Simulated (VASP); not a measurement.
Here is a VASP 6.6.1 calculation.

File INCAR:

```
PREC     = Accurate       # precision mode
ENCUT    = 500            # plane-wave cutoff, eV
EDIFF    = 1E-6           # SCF threshold, eV
ISMEAR   = -1             # smearing method
SIGMA    = 0.051703999572871064 # smearing width, eV
LREAL    = F              # projectors in reciprocal space
LASPH    = T              # aspherical terms in the spheres
NELM     = 120            # most SCF steps
ALGO     = Normal         # electronic algorithm
ISIF     = 2              # what is computed and relaxed
LWAVE    = F              # write WAVECAR
LCHARG   = F              # write CHGCAR
GGA      = PE             # functional
ISYM     = 0            
NBANDS   = 16             # bands
GGA_COMPAT= F
```

Contents of KPOINTS:

```
Automatic mesh
0
Gamma
  2 2 2
  0.5 0.5 0
```

POSCAR

```
ZnSe
1.0
    0.0000000000      2.8324425407      2.8324425407
    2.8324425407      0.0000000000      2.8324425407
    2.8324425407      2.8324425407      0.0000000000
Zn Se
1 1
Direct
    0.0000000000      0.0000000000      0.0000000000
    0.7500000000      0.7500000000      0.7500000000
```

Potentials or basis: VASP PAW PBE potentials, release 64 (Zn, Se).

Launch:

```bash
$ cat potpaw_PBE.64/Zn/POTCAR potpaw_PBE.64/Se/POTCAR > POTCAR
$ mpirun -np 1 vasp_std > vasp.out
```

Q: What does it give for the pressure?

A: 0.9 GPa.

Q: Predict the band gap on the k mesh.

A: 4.87 eV, indirect (least direct gap 5.09 eV).

Caveat: the k points lie up to 0.96 Å⁻¹ apart. A hybrid or GW would open this gap; PBE tends to underestimate it.
